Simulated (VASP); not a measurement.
# AgCl in VASP: further runs, part 2 of 2

VASP 6.6.1.

### Step 3. Single point, PBEsol (zz strain of -2 %)

Input file INCAR:

```
  ALGO = Normal
  EDIFF = 1E-6
  ENCUT = 520
  GGA = PS
  ISIF = 2
  ISMEAR = -1
  LASPH = True
  LCHARG = False
  LREAL = False
  LWAVE = False
  NBANDS = 26
  NELM = 80
  PREC = Accurate
  SIGMA = 0.03
```

Input file KPOINTS:

```
k-points
0
Gamma
  9 9 8
```

Input file POSCAR:

```
AgCl
1.0
    1.8709097030     -5.5565952358      0.0000000000
    1.8709097030      5.5565952358      0.0000000000
    0.0000000000      0.0000000000      3.8455566030
Ag Cl
2 2
Direct
    0.3965554000      0.6034446000      0.7500000000
    0.6034446000      0.3965554000      0.2500000000
    0.8654487300      0.1345512700      0.2500000000
    0.1345512700      0.8654487300      0.7500000000
```

Potentials or basis: VASP PAW PBE potentials, release 64 (Ag, Cl).

Command:

```
$ cat potpaw_PBE.64/Ag/POTCAR potpaw_PBE.64/Cl/POTCAR > POTCAR
$ mpirun -np 1 vasp_std > vasp.out
```

Run time: 6.4 min. Hardware: 1 thread of Oxide Virtual Turin-like, shared host; peak memory 0.35 GiB.

The run converged. Its results:

```yaml
Free_energy: -12.0418 eV
Pressure: -1.8 GPa
Largest_force: 0.030 eV/Å
Band_gap_on_the_k_mesh: 0.33 eV (least direct gap 1.90 eV)
```

Forces on the atoms (eV/Å):
```
Ag   0.000 -0.030  0.000
Ag   0.000  0.030  0.000
Cl   0.000 -0.004  0.000
Cl   0.000  0.004  0.000
```

Stress tensor (GPa, compression positive):
```
-1.96  0.00  0.00
 0.00 -1.59  0.00
 0.00  0.00 -1.95
```

Levels at points of the mesh, in eV from the valence-band top:
```tsv
k point	band 14	band 15	band 16	band 17	band 18	band 19	band 20	band 21	band 22	band 23
(0.00, 0.00, 0.00)	-2.45	-2.34	-1.85	-1.72	-1.57	0.33	3.01	7.54	8.23	9.88
(0.00, 0.00, 0.50)	-2.42	-1.33	-1.33	-0.07	-0.07	4.29	4.29	6.60	6.60	7.99
```

Caveat: the cell differs from its parent crystal (zz strain of -2 %); semilocal functionals underestimate gaps, and a narrow one can read as zero; the PAW data sets were made with another functional, which shifts forces and pressure a little.

### Step 4. Single point, PBEsol (zz strain of +1 %)

Input file INCAR:

```
SYSTEM = AgCl
ALGO     = Normal         ! electronic algorithm
EDIFF    = 1E-6           ! SCF threshold, eV
ENCUT    = 520            ! plane-wave cutoff, eV
GGA      = PS             ! functional
ISIF     = 2              ! what is computed and relaxed
ISMEAR   = -1             ! smearing method
LASPH    = .TRUE.         ! aspherical terms in the spheres
LCHARG   = .FALSE.        ! write CHGCAR
LREAL    = .FALSE.        ! projectors in reciprocal space
LWAVE    = .FALSE.        ! write WAVECAR
NBANDS   = 26             ! bands
NELM     = 80             ! most SCF steps
PREC     = Accurate       ! precision mode
SIGMA    = 0.03           ! smearing width, eV
```

Input file KPOINTS:

```
k-points
0
G
  9 9 8
  0 0 0
```

POSCAR: that of step 3 with these lines changed.

```diff
@@ -4,3 +4,3 @@
     1.8709097030      5.5565952358      0.0000000000
-    0.0000000000      0.0000000000      3.8455566030
+    0.0000000000      0.0000000000      3.9632777235
 Ag Cl
```

Command:

```
$ cat potpaw_PBE.64/Ag/POTCAR potpaw_PBE.64/Cl/POTCAR > POTCAR
$ mpirun -np 1 vasp_std > vasp.out
```

It took 6.7 min on 1 thread of Oxide Virtual Turin-like, shared host; peak memory 0.36 GiB.

It converged, with:

```
Free energy            : -11.9961 eV
Pressure               : -3.5 GPa
Largest force          : 0.040 eV/Å
Band gap on the k mesh : 0.34 eV (least direct gap 1.77 eV)
```

Forces in eV/Å, atoms in the order of the input:
```
Ag   0.000 -0.016  0.000
Ag   0.000  0.016  0.000
Cl   0.000 -0.040  0.000
Cl   0.000  0.040  0.000
```

Stress tensor (GPa, compression positive):
```
-3.62  0.00  0.00
 0.00 -2.76  0.00
 0.00  0.00 -4.10
```

Levels at points of the mesh, in eV from the valence-band top:
```tsv
k point	band 15	band 16	band 17	band 18	band 19	band 20	band 21	band 22
(0.00, 0.00, 0.00)	-2.16	-1.74	-1.63	-1.43	0.34	3.01	7.60	8.28
(0.00, 0.00, 0.50)	-1.27	-1.27	-0.10	-0.10	4.25	4.25	6.67	6.67
```

Caveat: the cell differs from its parent crystal (zz strain of +1 %); the cell stands under tension; semilocal functionals underestimate gaps, and a narrow one can read as zero; the PAW data sets were made with another functional, which shifts forces and pressure a little. A k mesh can miss the band edges.

### Step 5. Single point, PBEsol (zz strain of +3 %)

Input file INCAR:

```
PREC = Accurate ; ENCUT = 520
EDIFF = 1E-6 ; ISMEAR = -1
SIGMA = 0.03 ; LREAL = False
LASPH = True ; NELM = 60
ALGO = Normal ; ISIF = 2
LWAVE = False ; LCHARG = False
GGA = PS ; NBANDS = 26
```

Input file KPOINTS:

```
Automatic mesh
0
Gamma
  9 9 8
```

POSCAR: that of step 4 with these lines changed.

```diff
@@ -4,3 +4,3 @@
     1.8709097030      5.5565952358      0.0000000000
-    0.0000000000      0.0000000000      3.9632777235
+    0.0000000000      0.0000000000      4.0417584705
 Ag Cl
```

Potentials or basis: VASP PAW PBE potentials, release 64 (Ag, Cl).

Command:

```
$ cat potpaw_PBE.64/Ag/POTCAR potpaw_PBE.64/Cl/POTCAR > POTCAR
$ mpirun -np 1 vasp_std > vasp.out
```

OUTCAR:

```text
PREC = Accurate
   ENCUT = 520
   EDIFF = 1E-6
   ISMEAR = -1
   LREAL = False
   LASPH = True
   NELM = 60
   ISIF = 2
   GGA = PS

 ion  position               nearest neighbor table
   1  0.397  0.603  0.750-   3 2.78   3 2.78   3 2.78   3 2.78   4 2.91   2 3.06   2 3.06
   2  0.603  0.397  0.250-   4 2.78   4 2.78   4 2.78   4 2.78   3 2.91   1 3.06   1 3.06
   3  0.865  0.135  0.250-   1 2.78   1 2.78   1 2.78   1 2.78   2 2.91
   4  0.135  0.865  0.750-   2 2.78   2 2.78   2 2.78   2 2.78   1 2.91

[... 900 lines left out ...]
  --------------------------------------------------------------------------------------
  -------------------------------------------------------------------------------------
  Total       -2.3458289     -1.8259591     -2.7697652      0.0000000      0.0000000      0.0000000
  in kB      -44.7244454    -34.8128580    -52.8070112      0.0000000      0.0000000      0.0000000
  external PRESSURE =     -44.1147715 kB  Pullay stress =       0.0000000 kB

 VOLUME and BASIS-vectors are now :
 -----------------------------------------------------------------------------
  energy-cutoff  :      520.00
  volume of cell :       84.04
      direct lattice vectors                 reciprocal lattice vectors
     1.870909703 -5.556595236  0.000000000     0.267249670 -0.089983160  0.000000000
     1.870909703  5.556595236  0.000000000     0.267249670  0.089983160  0.000000000
     0.000000000  0.000000000  4.041758470     0.000000000  0.000000000  0.247417060

 POSITION                                       TOTAL-FORCE (eV/Angst)
 -----------------------------------------------------------------------------------
      1.87091      1.14960      3.03132         0.000000     -0.005942     -0.000000
      1.87091     -1.14960      1.01044         0.000000      0.005942      0.000000
      1.87091     -4.06130      1.01044         0.000000     -0.059336     -0.000000
      1.87091      4.06130      3.03132         0.000000      0.059336     -0.000000
 -----------------------------------------------------------------------------------
    total drift:                                0.000000      0.000000      0.000000

  FREE ENERGIE OF THE ION-ELECTRON SYSTEM (eV)
  ---------------------------------------------------
  free  energy   TOTEN  =       -11.9488769355 eV

  energy  without entropy=      -11.9488636730  energy(sigma->0) =      -11.94887030
```

stdout:

```text
POSCAR found type information on POSCAR AgCl
 POSCAR found :  2 types and       4 ions
 scaLAPACK will be used
 -----------------------------------------------------------------------------
|                                                                             |
|                                                                             |
|     You enforced a specific xc type in the INCAR file but a different       |
|     I HOPE YOU KNOW WHAT YOU ARE DOING!                                     |
|                                                                             |
 -----------------------------------------------------------------------------

 LDA part: xc-table for (Slater+PW92), standard interpolation
 POSCAR, INCAR and KPOINTS ok, starting setup
 FFT: planning ... GRIDC
 FFT: planning ... GRID_SOFT
 FFT: planning ... GRID
 WAVECAR not read
 entering main loop
```

Wall time 7.4 min (1 thread of Oxide Virtual Turin-like, shared host); peak memory 0.36 GiB.

Results:

```yaml
Free_energy: -11.9489 eV
Pressure: -4.4 GPa
Largest_force: 0.059 eV/Å
Band_gap_on_the_k_mesh: 0.35 eV (least direct gap 1.69 eV)
```

Forces on the atoms (eV/Å):
```
Ag   0.000 -0.006  0.000
Ag   0.000  0.006  0.000
Cl   0.000 -0.059  0.000
Cl   0.000  0.059  0.000
```

Stress tensor (GPa, compression positive):
```
-4.47  0.00  0.00
 0.00 -3.48  0.00
 0.00  0.00 -5.28
```

Levels at points of the mesh, in eV from the valence-band top:
```tsv
k point	band 16	band 17	band 18	band 19	band 20	band 21
(0.00, 0.00, 0.00)	-1.67	-1.56	-1.34	0.35	3.00	7.64
(0.00, 0.00, 0.50)	-1.23	-0.12	-0.12	4.21	4.21	6.73
```

Caveat: the cell differs from its parent crystal (zz strain of +3 %); the cell stands under tension; semilocal functionals underestimate gaps, and a narrow one can read as zero; the PAW data sets were made with another functional, which shifts forces and pressure a little.

### Step 6. Overview

```csv
cell,gap on the mesh (eV),pressure (GPa),largest force (eV/Å)
"a = 5.845, b = 5.881, c = 3.924 Å, angles 89.3, 90.4, 142.8°, 4 atoms",0.34,-3.0,0.03
"a = 5.863, b = 5.863, c = 3.846 Å, angles 90.0, 90.0, 142.8°, 4 atoms",0.33,-1.8,0.03
"a = 5.863, b = 5.863, c = 3.963 Å, angles 90.0, 90.0, 142.8°, 4 atoms",0.34,-3.5,0.04
"a = 5.863, b = 5.863, c = 4.042 Å, angles 90.0, 90.0, 142.8°, 4 atoms",0.35,-4.4,0.06
```

Alike in all rows: task single point; level PBEsol; potentials or basis VASP PAW PBE potentials, release 64 (Ag, Cl); no spin polarisation; k mesh 9 × 9 × 8; cutoff (eV) 520; smearing fermi-dirac 0.03 eV.

Caveats: semilocal functionals underestimate gaps, and a narrow one can read as zero; the PAW data sets were made with another functional, which shifts forces and pressure a little; the cell stands under tension (at least some runs).

Absolute energies hang on the potentials; compare differences alone.
